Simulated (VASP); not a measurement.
A run of VASP 6.6.1 is set up as follows.

Contents of INCAR:

```
SYSTEM = SiC
PREC = Accurate
ENCUT = 520
EDIFF = 1E-6
ISMEAR = 0
SIGMA = 0.05
LREAL = .FALSE.
LASPH = .TRUE.
NELM = 80
ALGO = Normal
ISIF = 2
LWAVE = .FALSE.
LCHARG = .FALSE.
GGA = PS
NBANDS = 11
```

KPOINTS

```
regular mesh
0
G
  12 12 12
  0 0 0
```

POSCAR

```
SiC
1.0
    0.0000000000      2.1109780361      2.1109780361
    2.1109780361      0.0000000000      2.1109780361
    2.1109780361      2.1109780361      0.0000000000
Si C
1 1
Direct
    0.0000000000      0.0000000000      0.0000000000
    0.7500000000      0.7500000000      0.7500000000
```

Potentials or basis: VASP PAW PBE potentials, release 64 (Si, C).

Launch:

```console
$ cat potpaw_PBE.64/Si/POTCAR potpaw_PBE.64/C/POTCAR > POTCAR
$ mpirun -np 1 vasp_std > vasp.out
```

Question: Predict the band gap on the k mesh.

Answer: 1.14 eV, indirect (least direct gap 4.53 eV).

Question: Predict the pressure.

Answer: 25.5 GPa.

Caveat: the PAW data sets were made with another functional, which shifts forces and pressure a little. A k mesh can miss the band edges.
